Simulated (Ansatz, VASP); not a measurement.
## AlAs: VASP beside Ansatz

```xyz
2
Lattice="0.0000 2.8304 2.8304 2.8304 0.0000 2.8304 2.8304 2.8304 0.0000" Properties=species:S:1:pos:R:3 pbc="T T T"
Al    0.0000    0.0000    0.0000
As    1.4152    1.4152    1.4152
```

Alike in both runs: task single point; functional PBE; k mesh 2 × 2 × 2; no spin polarisation.

|  | VASP | Ansatz |
| --- | --- | --- |
| version | VASP 6.6.1 | Ansatz 0.2.0 |
| potentials or method | VASP PAW PBE potentials, release 64 (Al, As) | plane waves, PAW |
| plane-wave cutoff (eV) | 500 | 420 |
| occupations | gaussian, width 0.01 eV | fixed |
| valence electrons in the cell | 8 | 18 |

Ansatz gave:

```
gap on the k mesh at the Fermi level (eV) : 1.27
```

Question: Which values does VASP return?

Answer: gap on the k mesh at the Fermi level (eV): 1.26.

VASP's potentials hold 8 valence electrons a cell and Ansatz's 18, so a difference there can come from the potentials and not from the codes.

The k mesh is coarse, so the values compare programs but aren't converged.
